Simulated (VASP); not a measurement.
Input of a VASP 6.6.1 run:

Contents of POSCAR:

```
KBr
1.0
    0.0000000000      3.4571250000      3.2925000000
    3.4571250000      0.0000000000      3.2925000000
    3.4571250000      3.4571250000      0.0000000000
K Br
1 1
Direct
    0.0000000000      0.0000000000      0.0000000000
    0.5000000000      0.5000000000      0.5000000000
```

File INCAR.step1:

```
SYSTEM = KBr
ALGO = Normal
EDIFF = 1E-4
ENCUT = 520
GGA = PE
ISMEAR = 0
LASPH = .True.
LCHARG = .False.
LREAL = .False.
LWAVE = .True.
NBANDS = 15
NELM = 80
PREC = Accurate
SIGMA = 0.05
```

The input INCAR.step2:

```
SYSTEM = KBr
ALGO = Normal
EDIFF = 1E-6
ENCUT = 520
ISIF = 2
ISMEAR = 0
ISTART = 1
LASPH = .True.
LCHARG = .False.
LMIXTAU = .True.
LREAL = .False.
LWAVE = .False.
METAGGA = R2SCAN
NBANDS = 15
NELM = 80
PREC = Accurate
SIGMA = 0.05
```

File KPOINTS:

```
k-points
0
Gamma
  6 6 6
  0 0 0
```

Potentials or basis: VASP PAW PBE potentials, release 64 (K_sv, Br).

The run is started by

```console
$ cat potpaw_PBE.64/K_sv/POTCAR potpaw_PBE.64/Br/POTCAR > POTCAR
$ cp INCAR.step1 INCAR
$ mpirun -np 1 vasp_std > vasp.out
$ cp INCAR.step2 INCAR
$ mpirun -np 1 vasp_std > vasp.out
```

Task: What does it give for the pressure?

Result: -1.0 GPa.

Task: What does it give for the band gap on the k mesh?

Result: 4.83 eV, direct.

Stress tensor (GPa, compression positive):
```
-1.41  0.00  0.00
 0.00 -1.41  0.00
 0.00  0.00 -0.26
```

Caveat: the cell differs from its parent crystal (strain +0.050 along x and y, +0.000 along z); the PAW data sets were made with another functional, which shifts forces and pressure a little.
